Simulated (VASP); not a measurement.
# Au (Fm-3m) in VASP: further runs, part 2 of 2

VASP 6.6.1. Earlier steps stand in the parts before.

## Step 6: Relaxation of cell and atoms, PBEsol, target pressure 170 GPa, at which the enthalpy is minimised

This run uses another cell than the first one, of 11.90 Å³/atom, 1.002 times its volume.

INCAR reads:

```
ALGO = Normal
EDIFF = 1E-7
EDIFFG = -0.005
ENCUT = 500
GGA = PS
GGA_COMPAT = False
IBRION = 2
ISIF = 3
ISMEAR = -1
LASPH = True
LCHARG = False
LREAL = False
LWAVE = False
NELM = 120
NELMIN = 4
NSW = 32
PREC = Accurate
PSTRESS = 1700.0
SIGMA = 0.08
```

KPOINTS reads:

```
k-points
0
Gamma
  18 18 18
```

POSCAR reads:

```
Au
1.0
    0.0000000000      1.8119115120      1.8119115120
    1.8119115120      0.0000000000      1.8119115120
    1.8119115120      1.8119115120      0.0000000000
Au
1
Direct
    0.0000000000      0.0000000000      0.0000000000
```

Potentials or basis: VASP PAW PBE potentials, release 64 (Au).

Run with:

```
cat potpaw_PBE.64/Au/POTCAR > POTCAR
mpirun -np 1 vasp_std > vasp.out
```

OUTCAR:

```text
EDIFF = 1E-7
   EDIFFG = -0.005
   ENCUT = 500
   GGA = PS
   IBRION = 2
   ISIF = 3
   ISMEAR = -1
   LASPH = True
   LREAL = False
   NELM = 120
   NELMIN = 4
   NSW = 32
   PREC = Accurate
   PSTRESS = 1700.0

 ion  position               nearest neighbor table
   1  0.000  0.000  0.000-

  LATTYP: Found a face centered cubic cell.
 ALAT       =     3.6238230240

  Lattice vectors:

 A1 = (   0.0000000000,   1.8119115120,   1.8119115120)
 A2 = (   1.8119115120,   0.0000000000,   1.8119115120)
 A3 = (   1.8119115120,   1.8119115120,   0.0000000000)

Analysis of symmetry for initial positions (statically):
[... 33 lines left out ...]
                                     Primitive cell

  volume of cell :      11.8971

  direct lattice vectors                    reciprocal lattice vectors
     0.000000000  1.811911512  1.811911512    -0.275951666  0.275951666  0.275951666
     1.811911512  0.000000000  1.811911512     0.275951666 -0.275951666  0.275951666
     1.811911512  1.811911512  0.000000000     0.275951666  0.275951666 -0.275951666

  length of vectors
     2.562429834  2.562429834  2.562429834     0.477962306  0.477962306  0.477962306

  position of ions in fractional coordinates (direct lattice)
     0.000000000  0.000000000  0.000000000

  ion indices of the primitive-cell ions
   primitive index   ion index
                 1           1

----------------------------------------------------------------------------------------

 KPOINTS: k-points

Automatic generation of k-mesh.
 Grid dimensions read from file:
 generate k-points for:   18   18   18

 Generating k-lattice:

  Cartesian coordinates                     Fractional coordinates (reciprocal lattice)
    -0.015330648  0.015330648  0.015330648     0.055555556  0.000000000  0.000000000
     0.015330648 -0.015330648  0.015330648     0.000000000  0.055555556  0.000000000
     0.015330648  0.015330648 -0.015330648     0.000000000  0.000000000  0.055555556

  Length of vectors
     0.026553461  0.026553461  0.026553461

  Shift w.r.t. Gamma in fractional coordinates (k-lattice)
     0.000000000  0.000000000  0.000000000

 Subroutine IBZKPT returns following result:
 ===========================================

 Found    195 irreducible k-points:

 Following reciprocal coordinates:
            Coordinates               Weight
  0.000000  0.000000  0.000000      1.000000
  0.055556  0.000000  0.000000      8.000000
  0.111111  0.000000  0.000000      8.000000
  0.166667  0.000000  0.000000      8.000000
  0.222222  0.000000  0.000000      8.000000
  0.277778  0.000000  0.000000      8.000000
[... 16 lines left out ...]
 -0.277778  0.055556  0.000000     24.000000
 -0.222222  0.055556  0.000000     24.000000
 [... further k-points ...]
   k-points           NKPTS =    195   k-points in BZ     NKDIM =    195   number of bands    NBANDS=      9
   number of dos      NEDOS =    301   number of ions     NIONS =      1
   total plane-waves  NPLWV =   8000
   dimension x,y,z NGX =    20 NGY =   20 NGZ =   20
   dimension x,y,z NGXF=    40 NGYF=   40 NGZF=   40
   ions per type =               1
   NGX,Y,Z   is equivalent  to a cutoff of  12.98, 12.98, 12.98 a.u.
   NGXF,Y,Z  is equivalent  to a cutoff of  25.95, 25.95, 25.95 a.u.
 SYSTEM =  unknown system
   PREC   = accura    normal or accurate (medium, high low for compatibility)
   ISTART =      0    job   : 0-new  1-cont  2-samecut
   ICHARG =      2    charge: 1-file 2-atom 10-const
   ISPIN  =      1    spin polarized calculation?
   LNONCOLLINEAR =      F non collinear calculations
   LSORBIT =      F    spin-orbit coupling
   LASPH  =      T    aspherical Exc in radial PAW
   ENCUT  =  500.0 eV  36.75 Ry    6.06 a.u.   4.67  4.67  4.67*2*pi/ulx,y,z
   NELM   =    120;   NELMIN=  4; NELMDL= -5     # of ELM steps
   EDIFF  = 0.1E-06   stopping-criterion for ELM
   LREAL  =      F    real-space projection
   EDIFFG = -.5E-02   stopping-criterion for IOM
   NSW    =     32    number of steps for IOM
   IBRION =      2    ionic relax: 0-MD 1-quasi-New 2-CG
   NFREE  =      1    steps in history (QN), initial steepest desc. (CG)
   ISIF   =      3    stress and relaxation
   ISYM   =      2    0-nonsym 1-usesym 2-fastsym
   POTIM  = 0.5000    time-step for ionic-motion
   TEBEG  =    0.0;   TEEND  =   0.0 temperature during run
   PSTRESS= 1700.0 pullay stress
   NELECT =      11.0000    total number of electrons
   NUPDOWN=      -1.0000    fix difference up-down
   EMIN   =  10.00;   EMAX   =-10.00  energy-range for DOS
   EFERMI =   0.00;   METHOD = LEGACY
   ISMEAR =    -1;   SIGMA  =   0.08  broadening in eV -4-tet -1-fermi 0-gaus
   EFERMI_NEDOS =   21; number of points for ismear=-14 and -15
   IALGO  =     38    algorithm
   IMIX   =      4    mixing-type and parameters
     AMIX     =   0.40;   BMIX     =  1.00
     AMIX_MAG =   1.60;   BMIX_MAG =  1.00
  volume/ion in A,a.u.               =      11.90        80.29
  Fermi-wavevector in a.u.,A,eV,Ry     =   1.594870  3.013868 34.607939  2.543612
  Thomas-Fermi vector in A             =   2.692878
   LORBIT       =      0    0 simple, 1 ext, 2 COOP (PROOUT), +10 PAW based schemes
   GGA     = PS    functional components
   LHFCALC =     F    Hartree Fock is set to
   AEXX    =    0.0000 exact exchange contribution
   IVDW    =     0    specifies the selected vdW correction
   LEPSILON=     F    determine dielectric tensor
   LRPA    =     F    only Hartree local field effects (RPA)
 conjugate gradient relaxation of ions
 non-spin polarized calculation
  energy-cutoff  :      500.00
  volume of cell :       11.90
 maximum number of plane-waves:       313
   NGX =  9   NGY =  9   NGZ =  9

--------------------------------------- Ionic step        1  -------------------------------------------

 number of electron      11.0000001 magnetization

 Free energy of the ion-electron system (eV)
  ---------------------------------------------------
  ext. energy  EPLUGINS =         0.00000000
  ---------------------------------------------------
  free energy    TOTEN  =        -2.07219003 eV

  energy without entropy =       -2.06590723  energy(sigma->0) =       -2.06904863

------------------------ aborting loop because EDIFF is reached ----------------------------------------

  FORCE on cell =-STRESS in cart. coord.  units (eV):
  Direction    XX          YY          ZZ          XY          YZ          ZX
  --------------------------------------------------------------------------------------
  -------------------------------------------------------------------------------------
  Total       12.6696406     12.6696406     12.6696406     -0.0000000      0.0000000     -0.0000000
  in kB     1706.2156840   1706.2156840   1706.2156840     -0.0000000      0.0000000     -0.0000000
  external PRESSURE =       6.2156840 kB  Pullay stress =    1700.0000000 kB
[... 59 lines left out ...]
  enthalpy is  TOTEN    =        10.5525445591 eV   P V=       12.7079974244

--------------------------------------- Ionic step        3  -------------------------------------------

 number of electron      11.0000001 magnetization

 Free energy of the ion-electron system (eV)
  ---------------------------------------------------
  ext. energy  EPLUGINS =         0.00000000
  ---------------------------------------------------
  free energy    TOTEN  =        -2.08041976 eV

  energy without entropy =       -2.07413676  energy(sigma->0) =       -2.07727826

 E-fermi :  16.9913     XC(G=0): -15.0944

 val. band max:       16.9682231518   @ k =  -0.2222   0.2778   0.0556
 cond. band min:      17.0114069550   @ k =  -0.2222   0.2778   0.1111
 fundamental gap:      0.0431838032
 Fermi energy:        16.9912573277

 k-point     1 :       0.0000    0.0000    0.0000
  band No.  band energies     occupation
      1       2.2048      2.00000
      2       9.3986      2.00000
      3       9.3986      2.00000
      4       9.3986      2.00000
      5      12.2305      2.00000
      6      12.2305      2.00000
      7      29.8119      0.00000
      8      35.9742      0.00000
      9      35.9742      0.00000
[... 265 lines left out ...]
 k-point    24 :      -0.2222    0.0556    0.0000
  band No.  band energies     occupation
      1       4.5993      2.00000
      2       8.8343      2.00000
      3       9.9026      2.00000
      4       9.9813      2.00000
      5      11.9453      2.00000
      6      12.8694      2.00000
      7      29.9339      0.00000
      8      32.7933      0.00000
      9      38.7055      0.00000

 [... further k-points ...]
[... 5 lines left out ...]
  --------------------------------------------------------------------------------------
  -------------------------------------------------------------------------------------
  Total       12.6310983     12.6310983     12.6310983      0.0000000      0.0000000     -0.0000000
  in kB     1699.9189192   1699.9189192   1699.9189192      0.0000000      0.0000000     -0.0000000
  external PRESSURE =      -0.0810808 kB  Pullay stress =    1700.0000000 kB
[... 16 lines left out ...]
  FREE ENERGIE OF THE ION-ELECTRON SYSTEM (eV)
  ---------------------------------------------------
  free  energy   TOTEN  =        -2.0804197648 eV

  energy  without entropy=       -2.0741367573  energy(sigma->0) =       -2.07727826

  enthalpy is  TOTEN    =        10.5512809573 eV   P V=       12.6317007221

 reached required accuracy - stopping structural energy minimisation
```

Wall time 17 s (1 thread of Intel Xeon 6975P-C (Granite Rapids), shared host); peak memory 0.15 GiB.

Results:

```yaml
Free_energy: -2.0804 eV
Relaxed_volume: 11.90 Å³/atom
Relaxed_cell: a = 2.563 Å, b = 2.563 Å, c = 2.563 Å, α = 60.00°, β = 60.00°, γ = 60.00°
Space_group_after_relaxing_to_0.05_Å: Fm-3m (No. 225)
Energy_change_on_relaxing_the_enthalpy_is_what_falls: -8.2 meV/atom
Ionic_steps: 3
Pressure_after_relaxing: 170.0 GPa
```

The path:
```tsv
step	energy change (eV)	largest force (eV/Å)	pressure (GPa)	volume (Å³)
1	0.0000	0.0000	170.62	11.90
2	-0.0833	0.0000	164.44	11.98
3	-0.0082	0.0000	169.99	11.90
```

Final structure:
```xyz
1
Lattice="0.0000 1.8123 1.8123 1.8123 0.0000 1.8123 1.8123 1.8123 0.0000" Properties=species:S:1:pos:R:3 pbc="T T T"
Au    0.0000    0.0000    0.0000
```

Levels at points of the mesh, in eV from the Fermi level:
| k point | band 2 | band 3 | band 4 | band 5 | band 6 | band 7 | band 8 | band 9 |
| --- | --- | --- | --- | --- | --- | --- | --- | --- |
| (0.00, 0.00, 0.00) | -7.59 | -7.59 | -7.59 | -4.76 | -4.76 | 12.82 | 18.98 | 18.98 |
| (0.50, 0.00, 0.00) | -7.71 | -7.71 | -3.23 | -2.52 | -2.52 | 5.24 | 12.39 | 19.06 |
| (0.50, 0.50, 0.00) | -11.26 | -2.57 | -1.90 | -1.90 | -0.43 | 9.10 | 10.49 | 10.49 |

Caveat: the cell is relaxed towards a set pressure, so the enthalpy falls and the energy may rise; the PAW data sets were made with another functional, which shifts forces and pressure a little; spin-orbit coupling is left out, which moves the levels of the heavy elements.

## Step 7: Overview

```csv
task,cell,gap on the mesh (eV),pressure (GPa)
single point,"a = 2.561 Å, angles 60.0°, 1 atom",none,172.7
single point,"a = 2.562 Å, angles 60.0°, 1 atom",none,170.8
relaxation of cell and atoms,"relaxed to 170 GPa from a = 2.561 Å, angles 60.0°, 1 atom",none,170.0
relaxation of cell and atoms,"relaxed to 170 GPa from a = 2.562 Å, angles 60.0°, 1 atom",none,170.0
```

Alike in all rows: level PBEsol; potentials or basis VASP PAW PBE potentials, release 64 (Au); no spin polarisation; k mesh 18 × 18 × 18; cutoff (eV) 500; smearing fermi-dirac 0.08 eV.

Caveats: the PAW data sets were made with another functional, which shifts forces and pressure a little; spin-orbit coupling is left out, which moves the levels of the heavy elements; the cell is relaxed towards a set pressure, so the enthalpy falls and the energy may rise (some runs).

Absolute energies hang on the potentials; compare differences alone.
